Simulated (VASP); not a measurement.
Wanted: the native input for a VASP 6.6.1 run.

```yaml
Task: single point
Functional: PBE
Potentials_or_basis: VASP PAW PBE potentials, release 64 (Zr_sv, Hf_pv, Se)
Cutoff: 500 eV
k_mesh: 3 × 3 × 2
Occupations: gaussian, width 0.15 eV
Spin: no spin polarisation
Dipole_correction: no
Further_INCAR_settings: ALGO = Normal; EDIFF = 1e-06; NBANDS = 28
```

The structure of HfZrSe3 lies in POSCAR:

```
HfZrSe3
1.0
    4.9710594295      0.0000000000      0.0000000000
    0.0000000000      4.9710594295      0.0000000000
    0.0000000000      0.0000000000      6.3422126423
Zr Hf Se
1 1 3
Direct
    0.5000000000      0.5000000000      0.6616908756
    0.0000000000      0.0000000000      0.6726470826
    0.5000000000      0.0000000000      0.8246726589
    0.0000000000      0.5000000000      0.8246726589
    0.0000000000      0.0000000000      0.2953759039
```

The input as run:

INCAR

```
PREC = Accurate
ENCUT = 500
EDIFF = 1E-6
ISMEAR = 0
SIGMA = 0.15
LREAL = F
LASPH = T
NELM = 120
ALGO = Normal
ISIF = 2
LWAVE = F
LCHARG = T
GGA = PE
LELF = T
LVHAR = T
NBANDS = 28
GGA_COMPAT = F
```

KPOINTS

```
regular mesh
0
Gamma
  3 3 2
```

Potentials or basis: VASP PAW PBE potentials, release 64 (Zr_sv, Hf_pv, Se).

The run is started by

```console
$ cat potpaw_PBE.64/Zr_sv/POTCAR potpaw_PBE.64/Hf_pv/POTCAR potpaw_PBE.64/Se/POTCAR > POTCAR
$ mpirun -np 1 vasp_std > vasp.out
```

It gave:

```
Pressure               : -0.1 GPa
Largest force          : 0.082 eV/Å
Band gap on the k mesh : 0.23 eV, indirect (the least direct gap lies 4.3 meV higher)
```

Caveat: the k points lie up to 0.50 Å⁻¹ apart; spin-orbit coupling is left out, which moves the levels of the heavy elements.

Run time: 65 s on 1 thread of Intel Xeon 8259CL (shared host), peak memory 0.25 GiB.
